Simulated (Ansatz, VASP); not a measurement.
# CuI in VASP and in Ansatz

```
CELL_PARAMETERS angstrom
3.50375 -3.59315 0.00000
3.50375 3.59315 0.00000
0.00000 0.00000 4.32201
ATOMIC_POSITIONS crystal
Cu 0.41680 0.58320 0.75000
Cu 0.58320 0.41680 0.25000
I 0.77795 0.22205 0.75000
I 0.22205 0.77795 0.25000
```

Alike in both runs: task single point; functional PBE; k mesh 6 × 6 × 6; occupations fermi-dirac, width 0.02 eV; no spin polarisation.

|  | VASP | Ansatz |
| --- | --- | --- |
| version | VASP 6.6.1 | Ansatz 0.2.0 |
| potentials or method | VASP PAW PBE potentials, release 64 (Cu, I) | plane waves, PAW |
| plane-wave cutoff (eV) | 520 | 420 |
| valence electrons in the cell | 36 | 72 |

```tsv
	VASP	Ansatz	Ansatz less VASP
gap on the k mesh at the Fermi level (eV)	0.96	0.95	-0.013
pressure (GPa)	2.3	2.2	-0.12
traceless stress, the component that is largest in VASP (GPa)	-0.55	-0.49	+0.063
rms of the force components (eV/Å)	0.073	0.068	-0.0052
```

Atom by atom the forces differ by 0.006 eV/Å (rms over components). VASP's potentials hold 36 valence electrons a cell and Ansatz's 72, so a difference there can come from the potentials and not from the codes.

Spin-orbit coupling is off throughout.
